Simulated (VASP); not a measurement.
# ZnF2 (P4_2/mnm) in VASP: vibrations by perturbation theory with LDA

Aim: the vibrations by perturbation theory of ZnF2 with LDA.

All numbers are computed with VASP 6.6.1; they aren't measurements. Logs are shortened: lines on timing, memory, paths and dates and some standing lists are left out, and cuts for length are marked.

## (1) The cell of the first run

Symmetry: P4_2/mnm, No. 136, tetragonal system. The conventional cell has a = 4.661 Å, b = 4.661 Å, c = 3.108 Å, α = 90.00°, β = 90.00°, γ = 90.00°. Zn (site symmetry mmm) has 6 F at 2.00 to 2.02 Å within 2.7 Å. F (site symmetry m2m) has 3 Zn at 2.00 to 2.02 Å and 1 F at 2.59 Å within 2.7 Å.

## (2) Vibrations by perturbation theory, LDA (11.26 Å³/atom)

INCAR

```
  PREC = Accurate
  ENCUT = 600
  EDIFF = 1E-8
  ISMEAR = 0
  SIGMA = 0.01
  LREAL = False
  LASPH = True
  NELM = 120
  ALGO = Normal
  ISIF = 2
  LWAVE = False
  LCHARG = True
  GGA = CA
  IBRION = 8
  NSW = 1
  GGA_COMPAT = False
```

KPOINTS

```
regular mesh
0
Gamma
  4 4 6
```

POSCAR

```
ZnF2
1.0
    4.6613369933      0.0000000000      0.0000000000
    0.0000000000      4.6613369933      0.0000000000
    0.0000000000      0.0000000000      3.1084304206
Zn F
2 4
Direct
    0.0000000000      0.0000000000      0.0000000000
    0.5000000000      0.5000000000      0.5000000000
    0.3038917579      0.3038917579      0.0000000000
    0.1961082421      0.8038917579      0.5000000000
    0.6961082421      0.6961082421      0.0000000000
    0.8038917579      0.1961082421      0.5000000000
```

Potentials or basis: VASP PAW LDA potentials, release 64 (Zn, F).

On the command line:

```console
$ cat potpaw_LDA.64/Zn/POTCAR potpaw_LDA.64/F/POTCAR > POTCAR
$ mpirun -np 1 vasp_std > vasp.out
```

OUTCAR:

```text
PREC = Accurate
   ENCUT = 600
   EDIFF = 1E-8
   ISMEAR = 0
   LREAL = False
   LASPH = True
   NELM = 120
   ISIF = 2
   GGA = CA
   IBRION = 8
   NSW = 1

 ion  position               nearest neighbor table
   1  0.000  0.000  0.000-   3 2.00   5 2.00   4 2.02   6 2.02   4 2.02   6 2.02
   2  0.500  0.500  0.500-   4 2.00   6 2.00   5 2.02   3 2.02   3 2.02   5 2.02
   3  0.304  0.304  0.000-   1 2.00   2 2.02   2 2.02
   4  0.196  0.804  0.500-   2 2.00   1 2.02   1 2.02
   5  0.696  0.696  0.000-   1 2.00   2 2.02   2 2.02
   6  0.804  0.196  0.500-   2 2.00   1 2.02   1 2.02

  LATTYP: Found a simple tetragonal cell.
 ALAT       =     4.6613369933
 C/A-ratio  =     0.6668538286

  Lattice vectors:

 A1 = (   4.6613369933,   0.0000000000,   0.0000000000)
 A2 = (   0.0000000000,   4.6613369933,   0.0000000000)
 A3 = (   0.0000000000,   0.0000000000,   3.1084304206)

Analysis of symmetry for initial positions (statically):
=====================================================================
 Subroutine PRICEL returns:
 Original cell was already a primitive cell.

 Routine SETGRP: Setting up the symmetry group for a
 simple tetragonal supercell.
[... 1066 lines left out ...]
  x     1.02425     0.61288     2.14917     1.05515     0.00000     0.00000
  y    -0.61288    -1.02425    -2.14917    -1.05565     0.00000     0.00000
  z     0.00000     0.00000     0.00000     0.00000    -1.68666     2.02478

 SECOND DERIVATIVES (NOT SYMMETRIZED)
 ------------------------------------
               1X          1Y          1Z          2X          2Y          2Z          3X          3Y          3Z          4X          4Y          4Z          5X          5Y          5Z          6X          6Y          6Z
  1X   -10.493697   -0.485463    0.000000    4.060074   -0.003347    0.000000    1.422832    1.838253    0.000000    1.793979   -1.593848    0.000000    1.422832    1.838253    0.000000    1.793979   -1.593848    0.000000
  1Y    -0.485463  -10.493697    0.000000   -0.003347    4.060074    0.000000    1.838253    1.422832    0.000000   -1.593848    1.793979    0.000000    1.838253    1.422832    0.000000   -1.593848    1.793979    0.000000
  1Z     0.000000    0.000000   -8.647197    0.000000    0.000000    0.114425    0.000000    0.000000   -0.042220    0.000000    0.000000    4.308606    0.000000    0.000000   -0.042220    0.000000    0.000000    4.308606
  2X     4.060074    0.003347    0.000000  -10.493697    0.485463    0.000000    1.793979    1.593848    0.000000    1.422832   -1.838253    0.000000    1.793979    1.593848    0.000000    1.422832   -1.838253    0.000000
  2Y     0.003347    4.060074    0.000000    0.485463  -10.493697    0.000000    1.593848    1.793979    0.000000   -1.838253    1.422832    0.000000    1.593848    1.793979    0.000000   -1.838253    1.422832    0.000000
  2Z     0.000000    0.000000    0.114425    0.000000    0.000000   -8.647197    0.000000    0.000000    4.308606    0.000000    0.000000   -0.042220    0.000000    0.000000    4.308606    0.000000    0.000000   -0.042220
  3X     1.426879    1.845768    0.000000    1.769042    1.607321    0.000000   -6.716884   -4.613074    0.000000   -0.592063    0.817686    0.000000    1.198710    1.177565    0.000000    2.914315   -0.835265    0.000000
  3Y     1.845768    1.426879    0.000000    1.607321    1.769042    0.000000   -4.613074   -6.716884    0.000000   -0.835265    2.914315    0.000000    1.177565    1.198710    0.000000    0.817686   -0.592063    0.000000
  3Z     0.000000    0.000000   -0.059351    0.000000    0.000000    4.304907    0.000000    0.000000   -5.263268    0.000000    0.000000    0.939502    0.000000    0.000000   -0.861293    0.000000    0.000000    0.939502
  4X     1.769042   -1.607321    0.000000    1.426879   -1.845768    0.000000   -0.592063   -0.817686    0.000000   -6.716884    4.613074    0.000000    2.914315    0.835265    0.000000    1.198710   -1.177565    0.000000
  4Y    -1.607321    1.769042    0.000000   -1.845768    1.426879    0.000000    0.835265    2.914315    0.000000    4.613074   -6.716884    0.000000   -0.817686   -0.592063    0.000000   -1.177565    1.198710    0.000000
  4Z     0.000000    0.000000    4.304907    0.000000    0.000000   -0.059351    0.000000    0.000000    0.939502    0.000000    0.000000   -5.263268    0.000000    0.000000    0.939502    0.000000    0.000000   -0.861293
  5X     1.426879    1.845768    0.000000    1.769042    1.607321    0.000000    1.198710    1.177565    0.000000    2.914315   -0.835265    0.000000   -6.716884   -4.613074    0.000000   -0.592063    0.817686    0.000000
  5Y     1.845768    1.426879    0.000000    1.607321    1.769042    0.000000    1.177565    1.198710    0.000000    0.817686   -0.592063    0.000000   -4.613074   -6.716884    0.000000   -0.835265    2.914315    0.000000
  5Z     0.000000    0.000000   -0.059351    0.000000    0.000000    4.304907    0.000000    0.000000   -0.861293    0.000000    0.000000    0.939502    0.000000    0.000000   -5.263268    0.000000    0.000000    0.939502
  6X     1.769042   -1.607321    0.000000    1.426879   -1.845768    0.000000    2.914315    0.835265    0.000000    1.198710   -1.177565    0.000000   -0.592063   -0.817686    0.000000   -6.716884    4.613074    0.000000
  6Y    -1.607321    1.769042    0.000000   -1.845768    1.426879    0.000000   -0.817686   -0.592063    0.000000   -1.177565    1.198710    0.000000    0.835265    2.914315    0.000000    4.613074   -6.716884    0.000000
  6Z     0.000000    0.000000    4.304907    0.000000    0.000000   -0.059351    0.000000    0.000000    0.939502    0.000000    0.000000   -0.861293    0.000000    0.000000    0.939502    0.000000    0.000000   -5.263268

 Eigenvectors and eigenvalues of the dynamical matrix
 ----------------------------------------------------

   1 f  =   15.578715 THz    97.883956 2PiTHz  519.650013 cm-1    64.428361 meV
             X         Y         Z           dx          dy          dz
      0.000000  0.000000  0.000000    -0.000000   -0.000000    0.000000
      2.330668  2.330668  1.554215    -0.000000   -0.000000   -0.000000
      1.416542  1.416542  0.000000    -0.353553   -0.353553    0.000000
      0.914127  3.747210  1.554215    -0.353553    0.353553   -0.000000
      3.244795  3.244795  0.000000     0.353553    0.353553    0.000000
      3.747210  0.914127  1.554215     0.353553   -0.353553   -0.000000
[... 145 lines left out ...]
  18 f/i=    0.013431 THz     0.084387 2PiTHz    0.447997 cm-1     0.055545 meV
             X         Y         Z           dx          dy          dz
      0.000000  0.000000  0.000000     0.314127   -0.465351    0.000000
      2.330668  2.330668  1.554215     0.314139   -0.465359    0.000000
      1.416542  1.416542  0.000000     0.170306   -0.252089    0.000000
      0.914127  3.747210  1.554215     0.169806   -0.251751    0.000000
      3.244795  3.244795  0.000000     0.170306   -0.252089    0.000000
      3.747210  0.914127  1.554215     0.169806   -0.251751    0.000000

--------------------------------------------------------------------------------------------------------

 ELASTIC MODULI CONTR FROM IONIC RELAXATION (kBar)
 Direction    XX          YY          ZZ          XY          YZ          ZX
 --------------------------------------------------------------------------------
 XX         -44.4471     14.6918    -39.0619     -0.0000      0.0000     -0.0000
 YY          14.6918    -44.4471    -39.0619     -0.0000     -0.0000      0.0000
 ZZ         -39.0619    -39.0619   -102.5583     -0.0000     -0.0000     -0.0000
 XY          -0.0000     -0.0000     -0.0000    -11.2047     -0.0000     -0.0000
 YZ           0.0000     -0.0000     -0.0000     -0.0000    -61.3217     -0.0000
 ZX          -0.0000      0.0000     -0.0000     -0.0000     -0.0000    -88.3721
 --------------------------------------------------------------------------------
```

OSZICAR:

```text
N       E                     dE             d eps       ncg     rms          rms(c)
DAV:   1     0.625906715498E+03    0.62591E+03   -0.30215E+04  1512   0.254E+03
DAV:   2     0.390072449741E+02   -0.58690E+03   -0.56180E+03  1674   0.577E+02
DAV:   3    -0.279808371891E+02   -0.66988E+02   -0.66621E+02  1712   0.202E+02
DAV:   4    -0.295090823141E+02   -0.15282E+01   -0.15263E+01  1656   0.326E+01
[... 73 lines left out ...]
RMM:  10    -0.518955124684E+00   -0.25695E-06    0.20325E-09  3414   0.315E-05    0.425E-06
RMM:  11    -0.518955198793E+00   -0.74110E-07    0.21696E-09  3567   0.128E-05    0.193E-06
RMM:  12    -0.518955179546E+00    0.19247E-07    0.20700E-10  3163   0.686E-06    0.342E-07
RMM:  13    -0.518955174364E+00    0.51826E-08    0.41683E-11  2049   0.470E-06    0.101E-07
 Linear response finished
```

stdout:

```text
POSCAR found type information on POSCAR ZnF
 POSCAR found :  2 types and       6 ions
 scaLAPACK will be used
 LDA part: xc-table for (Slater(with rela. corr.)+CA(PZ))
 , standard interpolation
 POSCAR, INCAR and KPOINTS ok, starting setup
 FFT: planning ... GRIDC
 FFT: planning ... GRID_SOFT
 FFT: planning ... GRID
 WAVECAR not read
 entering main loop
 Linear response reoptimize wavefunctions to high precision
 Linear response DOF=           4
 Linear response progress:
 first order change of Fermi-energy  -0.11385E-05
 force on displaced ion       1 direction 1 : -10.494  -0.485   0.000
 Linear response progress:
 first order change of Fermi-energy  -0.75797E-04
 force on displaced ion       1 direction 3 :   0.000   0.000  -8.647
 Linear response progress:
 first order change of Fermi-energy  -0.22998E+00
 force on displaced ion       3 direction 1 :  -6.717  -4.613   0.000
 Linear response progress:
 first order change of Fermi-energy   0.19356E-03
 force on displaced ion       3 direction 3 :  -0.006  -0.006  -5.263
 Linear response finished
```

Run time: 5.3 min. Hardware: 1 thread of Oxide Virtual Turin-like, shared host; peak memory 0.42 GiB.

What came out:

```
Highest phonon frequency at Γ, LO-TO splitting left out : 520 cm⁻¹
```

Phonon frequencies in cm⁻¹ (negative: imaginary):
| q point | frequencies |
| --- | --- |
| (0.000, 0.000, 0.000) | 0 0 0 62 118 163 163 239 247 247 251 251 310 350 370 397 397 520 |

Caveat: the cell stands under pressure or tension, which shifts response properties.
